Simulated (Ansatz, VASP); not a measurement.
# One calculation of Rh, two programs

```
Rh
1.0
     3.79994    0.00000    0.00000
     0.00000   -3.79994    0.00000
     0.00000    0.00000   -3.79994
Rh
4
Direct
  0.00000 0.50000 0.50000
  0.50000 0.00000 0.50000
  0.50000 0.50000 0.00000
  0.00000 0.00000 0.00000
```

Alike in both runs: task relaxation of cell and atoms; functional r2SCAN; k mesh 12 × 12 × 12; occupations gaussian, width 0.1 eV; no spin polarisation.

|  | VASP | Ansatz |
| --- | --- | --- |
| version | VASP 6.6.1 | Ansatz 0.2.0 |
| potentials or method | VASP PAW PBE potentials, release 64 (Rh_pv), cutoff 600 eV | scalar-relativistic, plane waves, PAW |
| valence electrons in the cell | 60 | 68 |

Ansatz gave:

| Property | Result |
| --- | --- |
| gap on the k mesh at the Fermi level, each at its own relaxed structure (eV) | none |
| relaxed volume (Å³/atom) | 13.72 |
| relaxed cell length with the largest relative difference (Å) | 3.800 |

Task: What did VASP give for the same quantities?

Result: gap on the k mesh at the Fermi level, each at its own relaxed structure (eV): none; relaxed volume (Å³/atom): 13.77; relaxed cell length with the largest relative difference (Å): 3.805.

VASP's potentials were made for PBE, not for r2SCAN. A gap of «none» marks a metal or a gap that the smearing closes. VASP's potentials hold 60 valence electrons a cell and Ansatz's 68, so a difference there can come from the potentials and not from the codes.
